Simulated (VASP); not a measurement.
# Sn (P6/mmm) in VASP: notebook

The runs below take Sn through single point, relaxation of cell and atoms, with PBE.

All numbers are computed with VASP 6.6.1; they aren't measurements. Logs are shortened: lines on timing, memory, paths and dates and some standing lists are left out, and cuts for length are marked.

### Step 1. The cell of the first run

The structure is hexagonal, space group P6/mmm (No. 191). Conventional cell: a = 4.667 Å, b = 4.667 Å, c = 3.134 Å, α = 90.00°, β = 90.00°, γ = 120.00°. Within 3.6 Å of Sn (site symmetry -6m2) lie 5 Sn at 2.69 to 3.13 Å.

### Step 2. Single point, PBE

INCAR reads:

```
SYSTEM = Sn
ALGO = Normal
EDIFF = 1E-6
ENCUT = 520
GGA = PE
ISIF = 2
ISMEAR = 0
LASPH = .TRUE.
LCHARG = .FALSE.
LREAL = .FALSE.
LWAVE = .FALSE.
NBANDS = 21
NELM = 60
PREC = Accurate
SIGMA = 0.1
```

KPOINTS reads:

```
k-points
0
G
  6 6 6
  0 0 0
```

POSCAR reads:

```
Sn
1.0
    4.6671591600      0.0000000000      0.0000000000
   -2.3335795800      4.0418783900      0.0000000000
    0.0000000000      0.0000000000      3.1339830600
Sn
2
Direct
    0.3333333300      0.6666666700      0.0000000000
    0.6666666700      0.3333333300      0.0000000000
```

Potentials or basis: VASP PAW PBE potentials, release 64 (Sn_d).

Launch:

```
cat potpaw_PBE.64/Sn_d/POTCAR > POTCAR
mpirun -np 1 vasp_std > vasp.out
```

OUTCAR:

```text
SYSTEM = Sn
   EDIFF = 1E-6
   ENCUT = 520
   GGA = PE
   ISIF = 2
   ISMEAR = 0
   LASPH = .TRUE.
   LREAL = .FALSE.
   NELM = 60
   PREC = Accurate

 ion  position               nearest neighbor table
   1  0.333  0.667  0.000-   2 2.69   2 2.69   2 2.69
   2  0.667  0.333  0.000-   1 2.69   1 2.69   1 2.69

  LATTYP: Found a hexagonal cell.
 ALAT       =     4.6671591600
 C/A-ratio  =     0.6714969326

  Lattice vectors:

 A1 = (   4.6671591600,   0.0000000000,   0.0000000000)
 A2 = (  -2.3335795800,   4.0418783900,   0.0000000000)
 A3 = (   0.0000000000,   0.0000000000,   3.1339830600)

Analysis of symmetry for initial positions (statically):
=====================================================================
 Subroutine PRICEL returns:
 Original cell was already a primitive cell.

 Routine SETGRP: Setting up the symmetry group for a
 hexagonal supercell.

 Subroutine GETGRP returns: Found 24 space group operations
 (whereof 24 operations were pure point group operations)
 out of a pool of 24 trial point group operations.

The static configuration has the point symmetry D_6h.

Analysis of symmetry for dynamics (positions and initial velocities):
=====================================================================
 Subroutine PRICEL returns:
 Original cell was already a primitive cell.

 Routine SETGRP: Setting up the symmetry group for a
 hexagonal supercell.

 Subroutine GETGRP returns: Found 24 space group operations
 (whereof 24 operations were pure point group operations)
 out of a pool of 24 trial point group operations.

The dynamic configuration has the point symmetry D_6h.

 Subroutine INISYM returns: Found 24 space group operations
 (whereof 24 operations are pure point group operations),
 and found     1 'primitive' translations

----------------------------------------------------------------------------------------

                                     Primitive cell

  volume of cell :      59.1197

  direct lattice vectors                    reciprocal lattice vectors
     4.667159160  0.000000000  0.000000000     0.214263102  0.123704860  0.000000000
    -2.333579580  4.041878390  0.000000000     0.000000000  0.247409720  0.000000000
     0.000000000  0.000000000  3.133983060     0.000000000  0.000000000  0.319082771

  length of vectors
     4.667159160  4.667159155  3.133983060     0.247409720  0.247409720  0.319082771

  position of ions in fractional coordinates (direct lattice)
     0.333333330  0.666666670  0.000000000
     0.666666670  0.333333330  0.000000000

  ion indices of the primitive-cell ions
   primitive index   ion index
                 1           1
                 2           2

----------------------------------------------------------------------------------------

 KPOINTS: k-points

Automatic generation of k-mesh.
 Grid dimensions read from file:
 generate k-points for:    6    6    6

 Generating k-lattice:

  Cartesian coordinates                     Fractional coordinates (reciprocal lattice)
     0.035710517  0.020617477  0.000000000     0.166666667  0.000000000  0.000000000
     0.000000000  0.041234953  0.000000000     0.000000000  0.166666667  0.000000000
     0.000000000  0.000000000  0.053180462     0.000000000  0.000000000  0.166666667

  Length of vectors
     0.041234953  0.041234953  0.053180462

  Shift w.r.t. Gamma in fractional coordinates (k-lattice)
     0.000000000  0.000000000  0.000000000

 Subroutine IBZKPT returns following result:
 ===========================================

 Found     28 irreducible k-points:

 Following reciprocal coordinates:
            Coordinates               Weight
  0.000000  0.000000  0.000000      1.000000
  0.166667 -0.000000  0.000000      6.000000
  0.333333 -0.000000  0.000000      6.000000
  0.500000 -0.000000  0.000000      3.000000
  0.166667  0.166667  0.000000      6.000000
  0.333333  0.166667  0.000000     12.000000
[... 16 lines left out ...]
  0.166667 -0.000000  0.500000      6.000000
  0.333333 -0.000000  0.500000      6.000000
 [... further k-points ...]
   k-points           NKPTS =     28   k-points in BZ     NKDIM =     28   number of bands    NBANDS=     21
   number of dos      NEDOS =    301   number of ions     NIONS =      2
   total plane-waves  NPLWV =  31104
   dimension x,y,z NGX =    36 NGY =   36 NGZ =   24
   dimension x,y,z NGXF=    72 NGYF=   72 NGZF=   48
   ions per type =               2
   NGX,Y,Z   is equivalent  to a cutoff of  12.82, 12.82, 12.73 a.u.
   NGXF,Y,Z  is equivalent  to a cutoff of  25.65, 25.65, 25.46 a.u.
 SYSTEM =  Sn
   PREC   = accura    normal or accurate (medium, high low for compatibility)
   ISTART =      0    job   : 0-new  1-cont  2-samecut
   ICHARG =      2    charge: 1-file 2-atom 10-const
   ISPIN  =      1    spin polarized calculation?
   LNONCOLLINEAR =      F non collinear calculations
   LSORBIT =      F    spin-orbit coupling
   LASPH  =      T    aspherical Exc in radial PAW
   ENCUT  =  520.0 eV  38.22 Ry    6.18 a.u.   8.68  8.68  5.83*2*pi/ulx,y,z
   NELM   =     60;   NELMIN=  2; NELMDL= -5     # of ELM steps
   EDIFF  = 0.1E-05   stopping-criterion for ELM
   LREAL  =      F    real-space projection
   EDIFFG = 0.1E-04   stopping-criterion for IOM
   NSW    =      0    number of steps for IOM
   IBRION =     -1    ionic relax: 0-MD 1-quasi-New 2-CG
   NFREE  =      0    steps in history (QN), initial steepest desc. (CG)
   ISIF   =      2    stress and relaxation
   ISYM   =      2    0-nonsym 1-usesym 2-fastsym
   POTIM  = 0.5000    time-step for ionic-motion
   TEBEG  =    0.0;   TEEND  =   0.0 temperature during run
   PSTRESS=    0.0 pullay stress
   NELECT =      28.0000    total number of electrons
   NUPDOWN=      -1.0000    fix difference up-down
   EMIN   =  10.00;   EMAX   =-10.00  energy-range for DOS
   EFERMI =   0.00;   METHOD = LEGACY
   ISMEAR =     0;   SIGMA  =   0.10  broadening in eV -4-tet -1-fermi 0-gaus
   EFERMI_NEDOS =   21; number of points for ismear=-14 and -15
   IALGO  =     38    algorithm
   IMIX   =      4    mixing-type and parameters
     AMIX     =   0.40;   BMIX     =  1.00
     AMIX_MAG =   1.60;   BMIX_MAG =  1.00
  volume/ion in A,a.u.               =      29.56       199.48
  Fermi-wavevector in a.u.,A,eV,Ry     =   1.276096  2.411472 22.156012  1.628421
  Thomas-Fermi vector in A             =   2.408771
   LORBIT       =      0    0 simple, 1 ext, 2 COOP (PROOUT), +10 PAW based schemes
   GGA     = PE    functional components
   LHFCALC =     F    Hartree Fock is set to
   AEXX    =    0.0000 exact exchange contribution
   IVDW    =     0    specifies the selected vdW correction
   LEPSILON=     F    determine dielectric tensor
   LRPA    =     F    only Hartree local field effects (RPA)
 non-spin polarized calculation
 Gauss-broadening in eV      SIGMA  =   0.10
  energy-cutoff  :      520.00
  volume of cell :       59.12
 maximum number of plane-waves:      1611
 NGX is ok and might be reduce to    36
   NGX = 17   NGY = 17   NGZ = 11

 number of electron      27.9999996 magnetization

 Free energy of the ion-electron system (eV)
  ---------------------------------------------------
  ext. energy  EPLUGINS =         0.00000000
  ---------------------------------------------------
  free energy    TOTEN  =        -6.96581027 eV

  energy without entropy =       -6.96125740  energy(sigma->0) =       -6.96353384

 E-fermi :   7.1541     XC(G=0):  -9.6006

 val. band max:        7.0968056446   @ k =   0.3333   0.1667   0.3333
 cond. band min:       7.3689385507   @ k =   0.1667   0.1667   0.0000
 fundamental gap:      0.2721329060
 Fermi energy:         7.1540957037

 k-point     1 :       0.0000    0.0000    0.0000
  band No.  band energies     occupation
      1     -14.8464      2.00000
      2     -14.6707      2.00000
      3     -14.6707      2.00000
      4     -14.5382      2.00000
      5     -14.5382      2.00000
      6     -14.4619      2.00000
[... 13 lines left out ...]
     20      18.0302      0.00000
     21      20.7309      0.00000

 k-point     2 :       0.1667   -0.0000    0.0000
  band No.  band energies     occupation
      1     -14.8442      2.00000
      2     -14.7288      2.00000
      3     -14.7245      2.00000
      4     -14.5433      2.00000
      5     -14.5278      2.00000
      6     -14.4580      2.00000
[... 13 lines left out ...]
     20      17.0905      0.00000
     21      19.8126      0.00000

 k-point     3 :       0.3333   -0.0000    0.0000
  band No.  band energies     occupation
      1     -14.8548      2.00000
      2     -14.8075      2.00000
      3     -14.7801      2.00000
      4     -14.5529      2.00000
      5     -14.5021      2.00000
      6     -14.4682      2.00000
[... 13 lines left out ...]
     20      16.0345      0.00000
     21      18.0672      0.00000

 k-point     4 :       0.5000   -0.0000    0.0000
  band No.  band energies     occupation
      1     -14.8720      2.00000
      2     -14.8383      2.00000
      3     -14.7874      2.00000
      4     -14.5573      2.00000
      5     -14.4848      2.00000
      6     -14.4748      2.00000
[... 13 lines left out ...]
     20      15.9246      0.00000
     21      16.8383      0.00000

 k-point     5 :       0.1667    0.1667    0.0000
  band No.  band energies     occupation
      1     -14.8557      2.00000
      2     -14.7872      2.00000
      3     -14.7677      2.00000
      4     -14.5523      2.00000
      5     -14.5065      2.00000
      6     -14.4504      2.00000
[... 13 lines left out ...]
     20      15.9081      0.00000
     21      18.1633      0.00000
[... 382 lines left out ...]
     20      17.8248      0.00000
     21      17.8248      0.00000

 k-point    22 :       0.0000    0.0000    0.5000
  band No.  band energies     occupation
      1     -14.6588      2.00000
      2     -14.6588      2.00000
      3     -14.6523      2.00000
      4     -14.6523      2.00000
      5     -14.6085      2.00000
      6     -14.3916      2.00000
[... 13 lines left out ...]
     20      13.0343      0.00000
     21      14.6915      0.00000

 k-point    23 :       0.1667   -0.0000    0.5000
  band No.  band energies     occupation
      1     -14.7158      2.00000
      2     -14.7103      2.00000
      3     -14.6590      2.00000
      4     -14.6410      2.00000
      5     -14.6148      2.00000
      6     -14.4053      2.00000
[... 13 lines left out ...]
     20      12.7051      0.00000
     21      14.6610      0.00000

 k-point    24 :       0.3333   -0.0000    0.5000
  band No.  band energies     occupation
      1     -14.7934      2.00000
      2     -14.7910      2.00000
      3     -14.6714      2.00000
      4     -14.6135      2.00000
      5     -14.6088      2.00000
      6     -14.4377      2.00000
[... 13 lines left out ...]
     20      14.1455      0.00000
     21      16.6408      0.00000

 [... further k-points ...]

------------------------ aborting loop because EDIFF is reached ----------------------------------------

  FORCE on cell =-STRESS in cart. coord.  units (eV):
  Direction    XX          YY          ZZ          XY          YZ          ZX
  --------------------------------------------------------------------------------------
  -------------------------------------------------------------------------------------
  Total        5.4003850      5.4003850      1.0524959      0.0000000     -0.0000000      0.0000000
  in kB      146.3533959    146.3533955     28.5232164      0.0000000     -0.0000000      0.0000000
  external PRESSURE =     107.0766692 kB  Pullay stress =       0.0000000 kB

 VOLUME and BASIS-vectors are now :
 -----------------------------------------------------------------------------
  energy-cutoff  :      520.00
  volume of cell :       59.12
      direct lattice vectors                 reciprocal lattice vectors
     4.667159160  0.000000000  0.000000000     0.214263102  0.123704860  0.000000000
    -2.333579580  4.041878390  0.000000000     0.000000000  0.247409720  0.000000000
     0.000000000  0.000000000  3.133983060     0.000000000  0.000000000  0.319082771

 POSITION                                       TOTAL-FORCE (eV/Angst)
 -----------------------------------------------------------------------------------
     -0.00000      2.69459      0.00000         0.000000      0.000000     -0.000000
      2.33358      1.34729      0.00000        -0.000000      0.000000      0.000000
 -----------------------------------------------------------------------------------
    total drift:                                0.000000     -0.000000     -0.000000

  FREE ENERGIE OF THE ION-ELECTRON SYSTEM (eV)
  ---------------------------------------------------
  free  energy   TOTEN  =        -6.9658102743 eV

  energy  without entropy=       -6.9612574037  energy(sigma->0) =       -6.96353384
```

Wall time 19 s (1 thread of Intel Xeon Platinum 8259CL at 2.50GHz (Skylake/Cascade Lake), shared host); peak memory 0.18 GiB.

Results:

```yaml
Free_energy: -6.9658 eV
Pressure: 10.7 GPa
Band_gap_on_the_k_mesh: zero (band 14 reaches 9.85 eV, above the bottom of band 15 at 4.50 eV)
```

Stress tensor (GPa, compression positive):
```
14.64  0.00  0.00
 0.00 14.64  0.00
 0.00  0.00  2.85
```

Levels at points of the mesh, in eV from the Fermi level:
```
           k point  band 11  band 12  band 13  band 14  band 15  band 16  band 17  band 18
(0.00, 0.00, 0.00)   -11.48    -3.27    -2.25    -2.25     1.62     1.62     3.99     4.48
(0.50, 0.00, 0.00)    -9.87    -8.27    -3.55    -1.01     5.56     6.26     6.27     7.01
(0.00, 0.00, 0.50)    -8.77    -5.11    -0.22    -0.22     0.29     0.96     4.10     4.10
(0.50, 0.00, 0.50)    -7.18    -5.65    -3.63    -2.07    -1.51     1.92     4.27     4.63
```

Caveat: spin-orbit coupling is left out, which moves the levels of the heavy elements.

### Step 3. Single point, PBE

This run uses another cell than the first one, of 35.42 Å³/atom, 1.198 times its volume.

INCAR reads:

```
PREC = Accurate
ENCUT = 520
EDIFF = 1E-7
ISMEAR = 0
SIGMA = 0.1
LREAL = F
LASPH = T
NELM = 60
ALGO = Fast
ISIF = 2
LWAVE = F
LCHARG = F
GGA = PE
NBANDS = 21
```

KPOINTS reads:

```
Automatic mesh
0
Gamma
  6 6 6
```

POSCAR reads:

```
Sn
1.0
    5.0890309972      0.0000000000      0.0000000000
   -2.5445154986      4.4072301242      0.0000000000
    0.0000000000      0.0000000000      3.1583511139
Sn
2
Direct
    0.3333333333      0.6666666667      0.0000000000
    0.6666666667      0.3333333333      0.0000000000
```

Potentials or basis: VASP PAW PBE potentials, release 64 (Sn_d).

Launch:

```
cat potpaw_PBE.64/Sn_d/POTCAR > POTCAR
mpirun -np 1 vasp_std > vasp.out
```

It took 32 s on 1 thread of Intel Xeon Platinum 8259CL at 2.50GHz (Skylake/Cascade Lake), shared host; peak memory 0.19 GiB.

It converged, with:

* Free energy: -7.3980 eV
* Pressure: 0.1 GPa
* Band gap on the k mesh: zero (band 14 reaches 7.22 eV, above the bottom of band 15 at 3.55 eV)

Stress tensor (GPa, compression positive):
```
 0.17  0.00  0.00
 0.00  0.17  0.00
 0.00  0.00 -0.06
```

Levels at points of the mesh, in eV from the Fermi level:
```
           k point  band 10  band 11  band 12  band 13  band 14  band 15  band 16  band 17  band 18  band 19
(0.00, 0.00, 0.00)   -21.24   -10.19    -4.40    -2.01    -2.01     1.49     1.49     4.46     4.96     8.74
(0.50, 0.00, 0.00)   -21.19    -8.99    -7.63    -2.93    -1.04     4.45     5.01     6.05     6.12     7.48
(0.00, 0.00, 0.50)   -21.13    -7.52    -4.09    -1.18     0.07     0.07     0.33     3.95     3.95     5.61
(0.50, 0.00, 0.50)   -21.14    -6.31    -4.95    -2.99    -1.76    -0.83     1.70     4.54     4.63     7.15
```

Caveat: spin-orbit coupling is left out, which moves the levels of the heavy elements.

(Part 1 of 2 ends here.)
